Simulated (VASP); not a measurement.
A run of VASP 6.6.1 is set up as follows.

File INCAR:

```
SYSTEM = HfO2
PREC = Accurate
ENCUT = 520
EDIFF = 1E-6
ISMEAR = 0
SIGMA = 0.01
LREAL = .False.
LASPH = .True.
NELM = 100
ALGO = Normal
ISIF = 2
LWAVE = .False.
LCHARG = .True.
GGA = PS
LELF = .True.
LVHAR = .True.
NBANDS = 18
```

Contents of KPOINTS:

```
regular mesh
0
Gamma
  4 4 4
  0 0 0
```

Contents of POSCAR:

```
HfO2
1.0
    3.5250603117      0.0000000000      0.0000000000
    1.7625301559      3.0527917798      0.0000000000
    1.7625301559      1.0175972599      2.8781996921
Hf O
1 2
Direct
    0.0000000000      0.0000000000      0.0000000000
    0.2500000000      0.2500000000      0.2500000000
    0.7500000000      0.7500000000      0.7500000000
```

Potentials or basis: VASP PAW PBE potentials, release 64 (Hf_pv, O).

Command:

```sh
$ cat potpaw_PBE.64/Hf_pv/POTCAR potpaw_PBE.64/O/POTCAR > POTCAR
$ mpirun -np 1 vasp_std > vasp.out
```

Problem. What does it give for the pressure?

Solution. 6.0 GPa.

Problem. What does it give for the band gap on the k mesh?

Solution. 3.80 eV, direct.

Caveat: the k points lie up to 0.55 Å⁻¹ apart; the PAW data sets were made with another functional, which shifts forces and pressure a little; spin-orbit coupling is left out, which moves the levels of the heavy elements. A k mesh can miss the band edges.
